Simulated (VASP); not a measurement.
Crystal: WS2 (Tungstenite).

```
W S
1.0
     3.18000    0.00000    0.00000
    -1.59000    2.75396    0.00000
     0.00000    0.00000   12.50000
W S
2 4
Cartesian
  0.0000 1.8360 3.1250
  1.5900 0.9180 9.3750
  0.0000 1.8360 7.8125
  1.5900 0.9180 1.5625
  0.0000 1.8360 10.9375
  1.5900 0.9180 4.6875
```

* Program: VASP 6.6.1
* Task: relaxation of cell and atoms
* Functional: LDA
* Potentials or basis: VASP PAW LDA potentials, release 64 (W_sv, S)
* Cutoff: 600 eV
* k mesh: 9 × 9 × 2
* Occupations: methfessel-paxton, width 0.1 eV
* Spin: no spin polarisation

At the start: pressure -5.2 GPa; volume 18.24 Å³/atom.

Q: How do energy, volume and symmetry change on relaxing?

A: Over 17 steps the energy falls by 12.6 meV/atom and the volume is 17.19 Å³/atom (-5.8 %); space group P6_3/mmc (No. 194, to 0.05 Å).

The path:
| step | energy change (eV) | largest force (eV/Å) | pressure (GPa) | volume (Å³) |
| --- | --- | --- | --- | --- |
| 1 | 0.0000 | 0.3126 | -5.23 | 109.47 |
| 2 | 0.1994 | 1.6082 | 12.79 | 100.29 |
| 3 | -0.0568 | 0.2465 | -0.20 | 106.42 |
| 4 | -0.0568 | 0.2581 | -0.10 | 106.36 |
| 5 | -0.0666 | 0.0305 | -0.11 | 105.62 |
| 6 | -0.0667 | 0.0557 | -0.09 | 105.70 |
| 7 | -0.0678 | 0.0508 | -0.12 | 105.54 |
| 8 | -0.0707 | 0.0363 | -0.17 | 105.04 |
| 9 | -0.0746 | 0.0081 | -0.20 | 104.03 |
| 10 | -0.0716 | 0.0497 | -0.14 | 102.02 |
| 11 | -0.0753 | 0.0027 | -0.17 | 103.48 |
| 12 | -0.0754 | 0.0033 | -0.17 | 103.29 |
| 13 | -0.0723 | 0.1019 | 1.32 | 102.23 |
| 14 | -0.0754 | 0.0114 | 0.02 | 103.15 |
| 15 | -0.0754 | 0.0115 | 0.03 | 103.14 |
| 16 | -0.0752 | 0.0486 | -0.13 | 103.10 |
| 17 | -0.0755 | 0.0014 | 0.01 | 103.13 |

Final structure:
```
W S
1.0
     3.12970    0.00000    0.00000
    -1.56485    2.71040    0.00000
     0.00000    0.00000   12.15804
W S
2 4
Direct
  0.33333 0.66667 0.25000
  0.66667 0.33333 0.75000
  0.33333 0.66667 0.62142
  0.66667 0.33333 0.12142
  0.33333 0.66667 0.87858
  0.66667 0.33333 0.37858
```
